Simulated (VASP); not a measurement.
# MgO (Periclase) (Fm-3m) in VASP: notebook

MgO (Periclase) is run at these levels: PBE; tasks: single point.

All numbers are computed with VASP 6.6.1; they aren't measurements. Logs are shortened: lines on timing, memory, paths and dates and some standing lists are left out, and cuts for length are marked.

**What was measured.**

From “Electronic structure of alkaline earth and post-transition metal oxides”, 2009, arxiv:0908.1581, for a bulk crystal of MgO: band gap 7.83 eV.

The runs below are set against these values where they give the same quantity.

## (1) The cell of the first run

It takes space group Fm-3m (No. 225, cubic). The conventional cell has a = 4.254 Å, b = 4.254 Å, c = 4.254 Å, α = 90.00°, β = 90.00°, γ = 90.00°. Mg (site symmetry m-3m) has 6 O at 2.13 Å within 2.8 Å. O (site symmetry m-3m) has 6 Mg at 2.13 Å within 2.8 Å.

## (2) Single point, PBE

INCAR

```
  PREC = Accurate
  ENCUT = 600
  EDIFF = 1E-6
  ISMEAR = 0
  SIGMA = 0.01
  LREAL = False
  LASPH = True
  NELM = 120
  ALGO = Normal
  ISIF = 2
  LWAVE = False
  LCHARG = True
  GGA = PE
  LELF = True
  LVHAR = True
  NBANDS = 11
  GGA_COMPAT = False
```

KPOINTS

```
Automatic mesh
0
Gamma
  8 8 8
```

POSCAR

```
MgO
1.0
    0.0000000000      2.1268522615      2.1268522615
    2.1268522615      0.0000000000      2.1268522615
    2.1268522615      2.1268522615      0.0000000000
Mg O
1 1
Direct
    0.0000000000      0.0000000000      0.0000000000
    0.5000000000      0.5000000000      0.5000000000
```

Potentials or basis: VASP PAW PBE potentials, release 64 (Mg, O).

Started as:

```sh
$ cat potpaw_PBE.64/Mg/POTCAR potpaw_PBE.64/O/POTCAR > POTCAR
$ mpirun -np 1 vasp_std > vasp.out
```

OUTCAR:

```text
PREC = Accurate
   ENCUT = 600
   EDIFF = 1E-6
   ISMEAR = 0
   LREAL = False
   LASPH = True
   NELM = 120
   ISIF = 2
   GGA = PE

 ion  position               nearest neighbor table
   1  0.000  0.000  0.000-   2 2.13   2 2.13   2 2.13   2 2.13   2 2.13   2 2.13
   2  0.500  0.500  0.500-   1 2.13   1 2.13   1 2.13   1 2.13   1 2.13   1 2.13

  LATTYP: Found a face centered cubic cell.
 ALAT       =     4.2537045230

  Lattice vectors:

 A1 = (   0.0000000000,   2.1268522615,   2.1268522615)
 A2 = (   2.1268522615,   0.0000000000,   2.1268522615)
 A3 = (   2.1268522615,   2.1268522615,   0.0000000000)

Analysis of symmetry for initial positions (statically):
=====================================================================
 Subroutine PRICEL returns:
 Original cell was already a primitive cell.

 Routine SETGRP: Setting up the symmetry group for a
 face centered cubic supercell.

 Subroutine GETGRP returns: Found 48 space group operations
 (whereof 48 operations were pure point group operations)
 out of a pool of 48 trial point group operations.

The static configuration has the point symmetry O_h .

Analysis of symmetry for dynamics (positions and initial velocities):
=====================================================================
 Subroutine PRICEL returns:
 Original cell was already a primitive cell.

 Routine SETGRP: Setting up the symmetry group for a
 face centered cubic supercell.

 Subroutine GETGRP returns: Found 48 space group operations
 (whereof 48 operations were pure point group operations)
 out of a pool of 48 trial point group operations.

The dynamic configuration has the point symmetry O_h .

 Subroutine INISYM returns: Found 48 space group operations
 (whereof 48 operations are pure point group operations),
 and found     1 'primitive' translations

----------------------------------------------------------------------------------------

                                     Primitive cell

  volume of cell :      19.2416

  direct lattice vectors                    reciprocal lattice vectors
     0.000000000  2.126852261  2.126852261    -0.235089202  0.235089202  0.235089202
     2.126852261  0.000000000  2.126852261     0.235089202 -0.235089202  0.235089202
     2.126852261  2.126852261  0.000000000     0.235089202  0.235089202 -0.235089202

  length of vectors
     3.007823313  3.007823313  3.007823313     0.407186441  0.407186441  0.407186441

  position of ions in fractional coordinates (direct lattice)
     0.000000000  0.000000000  0.000000000
     0.500000000  0.500000000  0.500000000

  ion indices of the primitive-cell ions
   primitive index   ion index
                 1           1
                 2           2

----------------------------------------------------------------------------------------

 KPOINTS: Automatic mesh

Automatic generation of k-mesh.
 Grid dimensions read from file:
 generate k-points for:    8    8    8

 Generating k-lattice:

  Cartesian coordinates                     Fractional coordinates (reciprocal lattice)
    -0.029386150  0.029386150  0.029386150     0.125000000  0.000000000  0.000000000
     0.029386150 -0.029386150  0.029386150     0.000000000  0.125000000  0.000000000
     0.029386150  0.029386150 -0.029386150     0.000000000  0.000000000  0.125000000

  Length of vectors
     0.050898305  0.050898305  0.050898305

  Shift w.r.t. Gamma in fractional coordinates (k-lattice)
     0.000000000  0.000000000  0.000000000

 Subroutine IBZKPT returns following result:
 ===========================================

 Found     29 irreducible k-points:

 Following reciprocal coordinates:
            Coordinates               Weight
  0.000000  0.000000  0.000000      1.000000
  0.125000  0.000000  0.000000      8.000000
  0.250000  0.000000  0.000000      8.000000
  0.375000  0.000000  0.000000      8.000000
  0.500000  0.000000  0.000000      4.000000
  0.125000  0.125000  0.000000      6.000000
[... 16 lines left out ...]
  0.500000  0.250000  0.125000     48.000000
 -0.375000  0.250000  0.125000     24.000000
 [... further k-points ...]
   k-points           NKPTS =     29   k-points in BZ     NKDIM =     29   number of bands    NBANDS=     11
   number of dos      NEDOS =    301   number of ions     NIONS =      2
   total plane-waves  NPLWV =  13824
   dimension x,y,z NGX =    24 NGY =   24 NGZ =   24
   dimension x,y,z NGXF=    48 NGYF=   48 NGZF=   48
   ions per type =               1   1
   NGX,Y,Z   is equivalent  to a cutoff of  13.27, 13.27, 13.27 a.u.
   NGXF,Y,Z  is equivalent  to a cutoff of  26.53, 26.53, 26.53 a.u.
 SYSTEM =  unknown system
   PREC   = accura    normal or accurate (medium, high low for compatibility)
   ISTART =      0    job   : 0-new  1-cont  2-samecut
   ICHARG =      2    charge: 1-file 2-atom 10-const
   ISPIN  =      1    spin polarized calculation?
   LNONCOLLINEAR =      F non collinear calculations
   LSORBIT =      F    spin-orbit coupling
   LASPH  =      T    aspherical Exc in radial PAW
   ENCUT  =  600.0 eV  44.10 Ry    6.64 a.u.   6.01  6.01  6.01*2*pi/ulx,y,z
   NELM   =    120;   NELMIN=  2; NELMDL= -5     # of ELM steps
   EDIFF  = 0.1E-05   stopping-criterion for ELM
   LREAL  =      F    real-space projection
[... 7 lines left out ...]
   TEBEG  =    0.0;   TEEND  =   0.0 temperature during run
   PSTRESS=    0.0 pullay stress
   NELECT =       8.0000    total number of electrons
   NUPDOWN=      -1.0000    fix difference up-down
   EMIN   =  10.00;   EMAX   =-10.00  energy-range for DOS
   EFERMI =   0.00;   METHOD = LEGACY
   ISMEAR =     0;   SIGMA  =   0.01  broadening in eV -4-tet -1-fermi 0-gaus
   EFERMI_NEDOS =   21; number of points for ismear=-14 and -15
   IALGO  =     38    algorithm
   IMIX   =      4    mixing-type and parameters
     AMIX     =   0.40;   BMIX     =  1.00
     AMIX_MAG =   1.60;   BMIX_MAG =  1.00
  volume/ion in A,a.u.               =       9.62        64.92
  Fermi-wavevector in a.u.,A,eV,Ry     =   1.221868  2.308995 20.312962  1.492961
  Thomas-Fermi vector in A             =   2.357035
   LORBIT       =      0    0 simple, 1 ext, 2 COOP (PROOUT), +10 PAW based schemes
   GGA     = PE    functional components
   LHFCALC =     F    Hartree Fock is set to
   AEXX    =    0.0000 exact exchange contribution
   IVDW    =     0    specifies the selected vdW correction
   LEPSILON=     F    determine dielectric tensor
   LRPA    =     F    only Hartree local field effects (RPA)
 non-spin polarized calculation
 Gauss-broadening in eV      SIGMA  =   0.01
  energy-cutoff  :      600.00
  volume of cell :       19.24
 maximum number of plane-waves:       660
   NGX = 13   NGY = 13   NGZ = 13

 number of electron       8.0000004 magnetization

 Free energy of the ion-electron system (eV)
  ---------------------------------------------------
  ext. energy  EPLUGINS =         0.00000000
  ---------------------------------------------------
  free energy    TOTEN  =       -11.91491311 eV

  energy without entropy =      -11.91491311  energy(sigma->0) =      -11.91491311

 E-fermi :   3.0651     XC(G=0): -10.9396

 val. band max:        2.9671352811   @ k =   0.0000   0.0000   0.0000
 cond. band min:       7.4124823703   @ k =   0.0000   0.0000   0.0000
 fundamental gap:      4.4453470892
 Fermi energy:         3.0651301989

 k-point     1 :       0.0000    0.0000    0.0000
  band No.  band energies     occupation
      1     -14.1469      2.00000
      2       2.9671      2.00000
      3       2.9671      2.00000
      4       2.9671      2.00000
      5       7.4125      0.00000
      6      18.6013      0.00000
      7      18.6013      0.00000
      8      18.6013      0.00000
      9      22.4390      0.00000
     10      24.1814      0.00000
     11      24.1814      0.00000

 k-point     2 :       0.1250    0.0000    0.0000
  band No.  band energies     occupation
      1     -13.9921      2.00000
      2       2.0235      2.00000
      3       2.8694      2.00000
      4       2.8694      2.00000
      5       8.3304      0.00000
      6      16.9307      0.00000
      7      18.9422      0.00000
      8      18.9422      0.00000
      9      23.1641      0.00000
     10      23.1641      0.00000
     11      24.4966      0.00000

 k-point     3 :       0.2500    0.0000    0.0000
  band No.  band energies     occupation
      1     -13.5909      2.00000
      2       0.3638      2.00000
      3       2.6438      2.00000
      4       2.6438      2.00000
      5       9.7887      0.00000
      6      15.3541      0.00000
      7      19.3765      0.00000
      8      19.3765      0.00000
      9      22.7790      0.00000
     10      22.7790      0.00000
     11      24.4756      0.00000

 k-point     4 :       0.3750    0.0000    0.0000
  band No.  band energies     occupation
      1     -13.1411      2.00000
      2      -0.9940      2.00000
      3       2.4313      2.00000
      4       2.4313      2.00000
      5      10.5555      0.00000
      6      15.0620      0.00000
      7      19.1557      0.00000
      8      19.1557      0.00000
      9      23.7115      0.00000
     10      24.0763      0.00000
     11      24.0763      0.00000

 k-point     5 :       0.5000    0.0000    0.0000
  band No.  band energies     occupation
      1     -12.9364      2.00000
      2      -1.5213      2.00000
      3       2.3466      2.00000
      4       2.3466      2.00000
      5      10.6790      0.00000
      6      15.2383      0.00000
      7      18.9768      0.00000
      8      18.9768      0.00000
      9      23.4187      0.00000
     10      25.0969      0.00000
     11      25.0969      0.00000
[... 211 lines left out ...]
 k-point    21 :       0.5000    0.5000    0.0000
  band No.  band energies     occupation
      1     -12.6886      2.00000
      2      -0.9967      2.00000
      3       1.6600      2.00000
      4       1.6600      2.00000
      5      12.0516      0.00000
      6      12.6201      0.00000
      7      15.7546      0.00000
      8      21.4931      0.00000
      9      21.4931      0.00000
     10      27.7088      0.00000
     11      29.4256      0.00000

 k-point    22 :       0.3750    0.2500    0.1250
  band No.  band energies     occupation
      1     -13.3037      2.00000
      2       0.0208      2.00000
      3       1.8554      2.00000
      4       2.3788      2.00000
      5      11.1675      0.00000
      6      14.3315      0.00000
      7      17.7187      0.00000
      8      20.1692      0.00000
      9      20.8045      0.00000
     10      25.0601      0.00000
     11      28.2910      0.00000

 k-point    23 :       0.5000    0.2500    0.1250
  band No.  band energies     occupation
      1     -12.9496      2.00000
      2      -0.6401      2.00000
      3       1.2990      2.00000
      4       2.1355      2.00000
      5      12.2121      0.00000
      6      14.4146      0.00000
      7      16.5647      0.00000
      8      19.7532      0.00000
      9      22.3297      0.00000
     10      24.9922      0.00000
     11      28.5065      0.00000

 k-point    24 :      -0.3750    0.2500    0.1250
  band No.  band energies     occupation
      1     -12.7928      2.00000
      2      -0.9189      2.00000
      3       1.0979      2.00000
      4       2.0197      2.00000
      5      12.4316      0.00000
      6      14.8789      0.00000
      7      16.1500      0.00000
      8      19.5068      0.00000
      9      23.1479      0.00000
     10      24.6509      0.00000
     11      28.6572      0.00000

 [... further k-points ...]

------------------------ aborting loop because EDIFF is reached ----------------------------------------

  FORCE on cell =-STRESS in cart. coord.  units (eV):
  Direction    XX          YY          ZZ          XY          YZ          ZX
  --------------------------------------------------------------------------------------
  -------------------------------------------------------------------------------------
  Total       -0.1224640     -0.1224640     -0.1224640      0.0000000      0.0000000     -0.0000000
  in kB      -10.1971094    -10.1971094    -10.1971094      0.0000000      0.0000000     -0.0000000
  external PRESSURE =     -10.1971094 kB  Pullay stress =       0.0000000 kB

 VOLUME and BASIS-vectors are now :
 -----------------------------------------------------------------------------
  energy-cutoff  :      600.00
  volume of cell :       19.24
      direct lattice vectors                 reciprocal lattice vectors
     0.000000000  2.126852261  2.126852261    -0.235089202  0.235089202  0.235089202
     2.126852261  0.000000000  2.126852261     0.235089202 -0.235089202  0.235089202
     2.126852261  2.126852261  0.000000000     0.235089202  0.235089202 -0.235089202

 POSITION                                       TOTAL-FORCE (eV/Angst)
 -----------------------------------------------------------------------------------
      0.00000      0.00000      0.00000        -0.000000      0.000000      0.000000
      2.12685      2.12685      2.12685         0.000000     -0.000000     -0.000000
 -----------------------------------------------------------------------------------
    total drift:                               -0.000000     -0.000000      0.000000

  FREE ENERGIE OF THE ION-ELECTRON SYSTEM (eV)
  ---------------------------------------------------
  free  energy   TOTEN  =       -11.9149131074 eV

  energy  without entropy=      -11.9149131074  energy(sigma->0) =      -11.91491311
```

Wall time 6.6 s (1 thread of Intel Xeon Platinum 8488C (Sapphire Rapids), shared host); peak memory 0.14 GiB.

Results:

```yaml
Free_energy: -11.9149 eV
Pressure: -1.0 GPa
Band_gap_on_the_k_mesh: 4.45 eV, direct
```

Levels at points of the mesh, in eV from the valence-band top:
```tsv
k point	band 1	band 2	band 3	band 4	band 5	band 6	band 7	band 8
(0.00, 0.00, 0.00)	-17.11	0.00	0.00	0.00	4.45	15.63	15.63	15.63
(0.50, 0.00, 0.00)	-15.90	-4.49	-0.62	-0.62	7.71	12.27	16.01	16.01
(0.50, 0.50, 0.00)	-15.66	-3.96	-1.31	-1.31	9.08	9.65	12.79	18.53
```

(Part 1 of 2 ends here.)
